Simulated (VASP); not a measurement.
# I (a cell with a defect) in VASP: a series of runs

Runs on I (a cell with a defect). Level: LDA. Tasks: single point.

Everything below comes from runs of VASP 6.6.1. Logs are shortened: lines on timing, memory, paths and dates and some standing lists are left out, and cuts for length are marked.

## (1) The cell of the first run

The cell holds a defect, 15 atoms: a = 8.697 Å, b = 9.783 Å, c = 8.697 Å, α = 90.00°, β = 113.24°, γ = 90.00°.

## (2) Single point, LDA

INCAR

```
PREC = Accurate
ENCUT = 520
EDIFF = 1E-6
ISMEAR = 0
SIGMA = 0.1
LREAL = Auto
LASPH = True
NELM = 100
ALGO = Normal
ISIF = 2
LWAVE = False
LCHARG = False
GGA = CA
NBANDS = 66
```

KPOINTS

```
Automatic mesh
0
Gamma
  2 2 2
```

POSCAR

```
I
1.0
   -7.2624143200      0.0000000000      4.7849893000
    0.0000000000     -9.7831136400      0.0000000000
    7.2624143200      0.0000000000      4.7849893000
I
15
Direct
    0.1280655613      0.8738053461      0.1291431644
    0.2927803286      0.6222725427      0.2937601680
    0.4176742595      0.1643927546      0.4197299119
    0.1280317235      0.3737935727      0.1291889144
    0.1273830405      0.8738673918      0.6289110227
    0.2958395731      0.6234543750      0.7917937890
    0.4650167959      0.1240710314      0.9615197274
    0.1274411411      0.3736879826      0.6289400696
    0.6280499115      0.8736639800      0.1298573215
    0.7910957943      0.6234326028      0.2982065371
    0.9590162343      0.1240907593      0.4658682477
    0.6280401200      0.3738204558      0.1298763083
    0.8374447451      0.5832207628      0.8393985031
    0.9633972780      0.1253085720      0.9645276183
    0.6275858233      0.3737566724      0.6296504259
```

Potentials or basis: VASP PAW LDA potentials, release 64 (I).

On the command line:

```console
$ cat potpaw_LDA.64/I/POTCAR > POTCAR
$ mpirun -np 1 vasp_std > vasp.out
```

OUTCAR:

```text
PREC = Accurate
   ENCUT = 520
   EDIFF = 1E-6
   ISMEAR = 0
   LREAL = Auto
   LASPH = True
   NELM = 100
   ISIF = 2
   GGA = CA

 ion  position               nearest neighbor table
   1  0.128  0.874  0.129-  14 2.92   2 2.92
   2  0.293  0.622  0.294-   4 2.90   1 2.92
   3  0.418  0.164  0.420-  15 2.87   4 3.45
   4  0.128  0.374  0.129-  14 2.90   2 2.90   3 3.45  13 3.45
   5  0.127  0.874  0.629-  11 2.92   6 2.92
   6  0.296  0.623  0.792-   8 2.91   5 2.92
   7  0.465  0.124  0.962-  12 2.91   9 2.92
   8  0.127  0.374  0.629-  11 2.91   6 2.91
   9  0.628  0.874  0.130-  10 2.92   7 2.92
  10  0.791  0.623  0.298-  12 2.91   9 2.92
  11  0.959  0.124  0.466-   8 2.91   5 2.92
  12  0.628  0.374  0.130-  10 2.91   7 2.91
  13  0.837  0.583  0.839-  15 2.87   4 3.45
  14  0.963  0.125  0.965-   4 2.90   1 2.92
  15  0.628  0.374  0.630-  13 2.87   3 2.87

  LATTYP: Found a base centered orthorhombic cell.
 ALAT       =     9.5699786000
 B/A-ratio  =     1.5177493333
 C/A-ratio  =     1.0222712139

  Lattice vectors:

 A1 = (   7.2624143200,   0.0000000000,   4.7849893000)
 A2 = (  -7.2624143200,   0.0000000000,   4.7849893000)
 A3 = (   0.0000000000,  -9.7831136400,   0.0000000000)

Analysis of symmetry for initial positions (statically):
=====================================================================
 Subroutine PRICEL returns:
 Original cell was already a primitive cell.

 Routine SETGRP: Setting up the symmetry group for a
 base centered orthorhombic supercell.

 Subroutine GETGRP returns: Found  1 space group operations
 (whereof  1 operations were pure point group operations)
 out of a pool of  8 trial point group operations.

The static configuration has the point symmetry C_1 .

Analysis of symmetry for dynamics (positions and initial velocities):
=====================================================================
 Subroutine PRICEL returns:
 Original cell was already a primitive cell.

 Routine SETGRP: Setting up the symmetry group for a
 base centered orthorhombic supercell.

 Subroutine GETGRP returns: Found  1 space group operations
 (whereof  1 operations were pure point group operations)
 out of a pool of  8 trial point group operations.

The dynamic configuration has the point symmetry C_1 .

 Subroutine INISYM returns: Found  1 space group operations
 (whereof  1 operations are pure point group operations),
 and found     1 'primitive' translations

----------------------------------------------------------------------------------------

                                     Primitive cell

  volume of cell :     679.9376

  direct lattice vectors                    reciprocal lattice vectors
    -7.262414320  0.000000000  4.784989300    -0.068847628  0.000000000  0.104493442
     0.000000000 -9.783113640  0.000000000     0.000000000 -0.102216946  0.000000000
     7.262414320  0.000000000  4.784989300     0.068847628  0.000000000  0.104493442

  length of vectors
     8.697056074  9.783113640  8.697056074     0.125135428  0.102216946  0.125135428

  position of ions in fractional coordinates (direct lattice)
     0.128065561  0.873805346  0.129143164
     0.292780329  0.622272543  0.293760168
     0.417674259  0.164392755  0.419729912
     0.128031724  0.373793573  0.129188914
     0.127383040  0.873867392  0.628911023
     0.295839573  0.623454375  0.791793789
     0.465016796  0.124071031  0.961519727
     0.127441141  0.373687983  0.628940070
     0.628049911  0.873663980  0.129857321
     0.791095794  0.623432603  0.298206537
     0.959016234  0.124090759  0.465868248
     0.628040120  0.373820456  0.129876308
     0.837444745  0.583220763  0.839398503
     0.963397278  0.125308572  0.964527618
     0.627585823  0.373756672  0.629650426

  ion indices of the primitive-cell ions
   primitive index   ion index
                 1           1
                 2           2
                 3           3
                 4           4
                 5           5
                 6           6
                 7           7
                 8           8
                 9           9
                10          10
                11          11
                12          12
                13          13
                14          14
                15          15

----------------------------------------------------------------------------------------

 KPOINTS: Automatic mesh

Automatic generation of k-mesh.
 Grid dimensions read from file:
 generate k-points for:    2    2    2

 Generating k-lattice:

  Cartesian coordinates                     Fractional coordinates (reciprocal lattice)
    -0.034423814  0.000000000  0.052246721     0.500000000  0.000000000  0.000000000
     0.000000000 -0.051108473  0.000000000     0.000000000  0.500000000  0.000000000
     0.034423814  0.000000000  0.052246721     0.000000000  0.000000000  0.500000000

  Length of vectors
     0.062567714  0.051108473  0.062567714

  Shift w.r.t. Gamma in fractional coordinates (k-lattice)
     0.000000000  0.000000000  0.000000000

 Subroutine IBZKPT returns following result:
 ===========================================

 Found      8 irreducible k-points:

 Following reciprocal coordinates:
            Coordinates               Weight
  0.000000  0.000000  0.000000      1.000000
  0.500000  0.000000 -0.000000      1.000000
 -0.000000  0.000000  0.500000      1.000000
  0.000000  0.500000  0.000000      1.000000
  0.500000  0.500000 -0.000000      1.000000
 -0.000000  0.500000  0.500000      1.000000
  0.500000  0.000000  0.500000      1.000000
  0.500000  0.500000  0.500000      1.000000
   k-points           NKPTS =      8   k-points in BZ     NKDIM =      8   number of bands    NBANDS=     66
   number of dos      NEDOS =    301   number of ions     NIONS =     15
   total plane-waves  NPLWV = 392000
   dimension x,y,z NGX =    70 NGY =   80 NGZ =   70
   dimension x,y,z NGXF=   140 NGYF=  160 NGZF=  140
   ions per type =              15
   NGX,Y,Z   is equivalent  to a cutoff of  13.38, 13.59, 13.38 a.u.
   NGXF,Y,Z  is equivalent  to a cutoff of  26.76, 27.19, 26.76 a.u.
 SYSTEM =  unknown system
   PREC   = accura    normal or accurate (medium, high low for compatibility)
   ISTART =      0    job   : 0-new  1-cont  2-samecut
   ICHARG =      2    charge: 1-file 2-atom 10-const
   ISPIN  =      1    spin polarized calculation?
   LNONCOLLINEAR =      F non collinear calculations
   LSORBIT =      F    spin-orbit coupling
   LASPH  =      T    aspherical Exc in radial PAW
   ENCUT  =  520.0 eV  38.22 Ry    6.18 a.u.  16.17 18.19 16.17*2*pi/ulx,y,z
   NELM   =    100;   NELMIN=  2; NELMDL= -5     # of ELM steps
   EDIFF  = 0.1E-05   stopping-criterion for ELM
   LREAL  =      T    real-space projection
   EDIFFG = 0.1E-04   stopping-criterion for IOM
   NSW    =      0    number of steps for IOM
   IBRION =     -1    ionic relax: 0-MD 1-quasi-New 2-CG
   NFREE  =      0    steps in history (QN), initial steepest desc. (CG)
   ISIF   =      2    stress and relaxation
   ISYM   =      2    0-nonsym 1-usesym 2-fastsym
   POTIM  = 0.5000    time-step for ionic-motion
   TEBEG  =    0.0;   TEEND  =   0.0 temperature during run
   PSTRESS=    0.0 pullay stress
   NELECT =     105.0000    total number of electrons
   NUPDOWN=      -1.0000    fix difference up-down
   EMIN   =  10.00;   EMAX   =-10.00  energy-range for DOS
   EFERMI =   0.00;   METHOD = LEGACY
   ISMEAR =     0;   SIGMA  =   0.10  broadening in eV -4-tet -1-fermi 0-gaus
   EFERMI_NEDOS =   21; number of points for ismear=-14 and -15
   IALGO  =     38    algorithm
   IMIX   =      4    mixing-type and parameters
     AMIX     =   0.40;   BMIX     =  1.00
     AMIX_MAG =   1.60;   BMIX_MAG =  1.00
  volume/ion in A,a.u.               =      45.33       305.90
  Fermi-wavevector in a.u.,A,eV,Ry     =   0.878311  1.659767 10.495941  0.771430
  Thomas-Fermi vector in A             =   1.998380
   LORBIT       =      0    0 simple, 1 ext, 2 COOP (PROOUT), +10 PAW based schemes
   GGA     = CA    functional components
   LHFCALC =     F    Hartree Fock is set to
   AEXX    =    0.0000 exact exchange contribution
   IVDW    =     0    specifies the selected vdW correction
   LEPSILON=     F    determine dielectric tensor
   LRPA    =     F    only Hartree local field effects (RPA)
 non-spin polarized calculation
 Gauss-broadening in eV      SIGMA  =   0.10
  energy-cutoff  :      520.00
  volume of cell :      679.94
 maximum number of plane-waves:     18342
 NGX is ok and might be reduce to    70
   NGX = 33   NGY = 37   NGZ = 33

 number of electron     105.0000002 magnetization

 Free energy of the ion-electron system (eV)
  ---------------------------------------------------
  ext. energy  EPLUGINS =         0.00000000
  ---------------------------------------------------
  free energy    TOTEN  =       -29.21341590 eV

  energy without entropy =      -29.18527501  energy(sigma->0) =      -29.19934545

 E-fermi :   2.0106     XC(G=0):  -8.0311

 val. band max:        2.0000735448   @ k =  -0.0000   0.5000   0.5000
 cond. band min:       2.0459405059   @ k =   0.0000   0.0000   0.0000
 fundamental gap:      0.0458669611
 Fermi energy:         2.0105794430

 k-point     1 :       0.0000    0.0000    0.0000
  band No.  band energies     occupation
      1     -11.7964      2.00000
      2     -11.4617      2.00000
      3     -11.3004      2.00000
      4     -10.8662      2.00000
      5     -10.6843      2.00000
      6     -10.6058      2.00000
[... 525 lines left out ...]
     63       7.9391      0.00000
     64       8.0274      0.00000
 [bands above 64 left out]

------------------------ aborting loop because EDIFF is reached ----------------------------------------

  FORCE on cell =-STRESS in cart. coord.  units (eV):
  Direction    XX          YY          ZZ          XY          YZ          ZX
  --------------------------------------------------------------------------------------
  -------------------------------------------------------------------------------------
  Total       -2.8020523     -6.8087876     -4.9943159     -0.0048688     -0.3926344     -0.0046026
  in kB       -6.6026417    -16.0439495    -11.7684023     -0.0114726     -0.9251876     -0.0108453
  external PRESSURE =     -11.4716645 kB  Pullay stress =       0.0000000 kB

 VOLUME and BASIS-vectors are now :
 -----------------------------------------------------------------------------
  energy-cutoff  :      520.00
  volume of cell :      679.94
      direct lattice vectors                 reciprocal lattice vectors
    -7.262414320  0.000000000  4.784989300    -0.068847628  0.000000000  0.104493442
     0.000000000 -9.783113640  0.000000000     0.000000000 -0.102216946  0.000000000
     7.262414320  0.000000000  4.784989300     0.068847628  0.000000000  0.104493442

 POSITION                                       TOTAL-FORCE (eV/Angst)
 -----------------------------------------------------------------------------------
      0.00783     -8.54854      1.23074         0.001492     -0.000781      0.000216
      0.00712     -6.08776      2.80659        -0.002048      0.006641     -0.004850
      0.01493     -1.60827      4.00697        -0.000812     -0.000935      0.002239
      0.00840     -3.65686      1.23080         0.001839     -0.002211      0.000419
      3.64230     -8.54914      3.61886        -0.000283     -0.000167     -0.000765
      3.60182     -6.09932      5.20431         0.001304      0.001264     -0.002002
      3.60581     -1.21380      6.82596         0.000668      0.000157      0.003892
      3.64209     -3.65583      3.61928         0.001799     -0.004170     -0.000644
     -3.61808     -8.54715      3.62658         0.000032     -0.003647     -0.000023
     -3.57957     -6.09911      5.21230        -0.000286      0.001417     -0.001005
     -3.58144     -1.21399      6.81806        -0.000025      0.000891      0.002533
     -3.61787     -3.65713      3.62662        -0.000821      0.000717      0.001173
      0.01419     -5.70571      8.02368        -0.001047      0.004078     -0.003492
      0.00821     -1.22591      9.22510        -0.000690     -0.002930      0.003130
      0.01499     -3.65650      6.01586        -0.001122     -0.000322     -0.000820
 -----------------------------------------------------------------------------------
    total drift:                                0.011358      0.001766     -0.001372

  FREE ENERGIE OF THE ION-ELECTRON SYSTEM (eV)
  ---------------------------------------------------
  free  energy   TOTEN  =       -29.2134158958 eV

  energy  without entropy=      -29.1852750111  energy(sigma->0) =      -29.19934545
```

It took 7.6 min on 1 thread of AMD EPYC 9R45 (Zen 5), shared host; peak memory 0.58 GiB.

Results:

```yaml
Free_energy: -29.2134 eV
Pressure: -1.1 GPa
Largest_force: 0.008 eV/Å
Band_gap_on_the_k_mesh: zero (an odd number of electrons rules out a gap without spin polarisation)
```

Forces on the atoms (eV/Å):
```
I    0.001 -0.001  0.000
I   -0.002  0.007 -0.005
I   -0.001 -0.001  0.002
I    0.002 -0.002  0.000
I    0.000  0.000 -0.001
I    0.001  0.001 -0.002
I    0.001  0.000  0.004
I    0.002 -0.004 -0.001
I    0.000 -0.004  0.000
I    0.000  0.001 -0.001
I    0.000  0.001  0.003
I   -0.001  0.001  0.001
I   -0.001  0.004 -0.003
I   -0.001 -0.003  0.003
I   -0.001  0.000 -0.001
```

Stress tensor (GPa, compression positive):
```
-0.66  0.00  0.00
 0.00 -1.60 -0.09
 0.00 -0.09 -1.18
```

Levels at points of the mesh, in eV from the Fermi level:
| k point | band 49 | band 50 | band 51 | band 52 | band 53 | band 54 | band 55 | band 56 | band 57 | band 58 |
| --- | --- | --- | --- | --- | --- | --- | --- | --- | --- | --- |
| (0.00, 0.00, 0.00) | -0.63 | -0.58 | -0.34 | -0.14 | 0.04 | 0.83 | 1.00 | 1.57 | 1.92 | 2.16 |
| (0.50, 0.00, 0.00) | -0.44 | -0.36 | -0.33 | -0.29 | -0.22 | 0.92 | 1.00 | 1.01 | 1.88 | 1.93 |
| (0.00, 0.00, 0.50) | -0.44 | -0.36 | -0.33 | -0.28 | -0.22 | 0.92 | 1.00 | 1.01 | 1.88 | 1.93 |
| (0.00, 0.50, 0.00) | -0.38 | -0.30 | -0.28 | -0.21 | 0.30 | 1.08 | 1.09 | 1.23 | 1.25 | 1.35 |
| (0.50, 0.50, 0.00) | -0.66 | -0.59 | -0.52 | -0.29 | -0.01 | 1.15 | 1.35 | 1.52 | 1.54 | 1.55 |
| (0.00, 0.50, 0.50) | -0.66 | -0.59 | -0.52 | -0.29 | -0.01 | 1.15 | 1.35 | 1.52 | 1.54 | 1.55 |
| (0.50, 0.00, 0.50) | -0.46 | -0.30 | -0.27 | -0.26 | -0.02 | 0.84 | 1.00 | 1.56 | 2.02 | 2.04 |
| (0.50, 0.50, 0.50) | -0.51 | -0.36 | -0.33 | -0.26 | 0.30 | 1.17 | 1.18 | 1.27 | 1.28 | 1.35 |

Caveat: the k points lie up to 0.39 Å⁻¹ apart, too coarse for converged energies and pressures of a metal; spin-orbit coupling is left out, which moves the levels of the heavy elements; an odd number of electrons without spin polarisation forces a metal; a magnetic or distorted state may lie lower.

## (3) Single point, LDA

INCAR

```
SYSTEM = I
ALGO     = Normal         ! electronic algorithm
EDIFF    = 1E-6           ! SCF threshold, eV
ENCUT    = 520            ! plane-wave cutoff, eV
GGA      = CA             ! functional
ISIF     = 2              ! what is computed and relaxed
ISMEAR   = 0              ! smearing method
LASPH    = .True.         ! aspherical terms in the spheres
LCHARG   = .True.         ! write CHGCAR
LELF     = .True.         ! ELF
LREAL    = Auto         
LVHAR    = .True.       
LWAVE    = .False.        ! write WAVECAR
NBANDS   = 66             ! bands
NELM     = 100            ! most SCF steps
PREC     = Accurate       ! precision mode
SIGMA    = 0.1            ! smearing width, eV
```

KPOINTS

```
k-points
0
Gamma
  2 2 2
  0 0 0
```

POSCAR

```
I
1.0
   -7.2624143200      0.0000000000      4.7849893000
    0.0000000000     -9.7831136400      0.0000000000
    7.2624143200      0.0000000000      4.7849893000
I
15
Direct
    0.0727638640      0.8719079951      0.0744997881
    0.2909948448      0.6112177799      0.2920622584
    0.4997538453     -0.0005404210      0.5008830841
    0.1411562597      0.3667807747      0.1424464643
    0.0785138968      0.8773061743      0.5699690580
    0.3311900756      0.6216957324      0.8132308744
    0.4300871344      0.1210356992      0.9210717909
    0.1855075509      0.3761267768      0.6675723087
    0.5683986409      0.8781734851      0.0801250663
    0.8139412500      0.6226041344      0.3343309102
    0.9211445084      0.1212265383      0.4324129594
    0.6680209276      0.3773249638      0.1884395038
    0.8574829626      0.6320874138      0.8598308044
    0.9258735898      0.1269619311      0.9278653517
    0.7077972018      0.3876588926      0.7100709636
```

Potentials or basis: VASP PAW LDA potentials, release 64 (I).

On the command line:

```console
$ cat potpaw_LDA.64/I/POTCAR > POTCAR
$ mpirun -np 1 vasp_std > vasp.out
```

Wall time 8 min (1 thread of AMD EPYC 9R45 (Zen 5), shared host); peak memory 0.57 GiB.

Results (log left out):

```
Free energy            : -28.2396 eV
Pressure               : -1.9 GPa
Largest force          : 0.027 eV/Å
Band gap on the k mesh : zero (an odd number of electrons rules out a gap without spin polarisation)
```

Forces on the atoms (eV/Å):
```
I   -0.002 -0.006  0.016
I   -0.003  0.005 -0.001
I    0.000 -0.001  0.002
I   -0.002 -0.015  0.020
I    0.000 -0.002 -0.003
I   -0.002  0.007 -0.004
I   -0.006  0.009  0.001
I   -0.002 -0.006  0.001
I    0.004 -0.009 -0.002
I    0.004  0.006 -0.001
I    0.002  0.002  0.006
I    0.004 -0.008  0.004
I    0.001  0.015 -0.023
I   -0.001  0.007 -0.017
I    0.002 -0.003  0.001
```

Stress tensor (GPa, compression positive):
```
-1.00  0.00  0.00
 0.00 -2.75  0.34
 0.00  0.34 -2.06
```

Levels at points of the mesh, in eV from the Fermi level:
```csv
k point,band 49,band 50,band 51,band 52,band 53,band 54,band 55,band 56,band 57,band 58
"(0.00, 0.00, 0.00)",-0.46,-0.38,-0.17,-0.10,-0.04,0.85,1.27,1.50,1.84,1.85
"(0.50, 0.00, 0.00)",-0.37,-0.23,-0.19,-0.08,-0.04,1.04,1.16,1.21,1.49,1.51
"(0.00, 0.00, 0.50)",-0.37,-0.23,-0.19,-0.07,-0.04,1.04,1.18,1.20,1.48,1.51
"(0.00, 0.50, 0.00)",-0.16,-0.15,-0.14,-0.11,-0.09,1.00,1.00,1.19,1.20,1.26
"(0.50, 0.50, 0.00)",-0.38,-0.36,-0.29,-0.07,-0.02,1.31,1.38,1.38,1.43,1.49
"(0.00, 0.50, 0.50)",-0.38,-0.36,-0.30,-0.07,-0.02,1.31,1.38,1.38,1.42,1.49
"(0.50, 0.00, 0.50)",-0.50,-0.27,-0.23,-0.07,0.07,0.85,1.27,1.53,1.79,1.86
"(0.50, 0.50, 0.50)",-0.32,-0.27,-0.23,-0.08,-0.03,1.10,1.11,1.19,1.21,1.26
```

Caveat: the k points lie up to 0.39 Å⁻¹ apart, too coarse for converged energies and pressures of a metal; spin-orbit coupling is left out, which moves the levels of the heavy elements; an odd number of electrons without spin polarisation forces a metal; a magnetic or distorted state may lie lower.
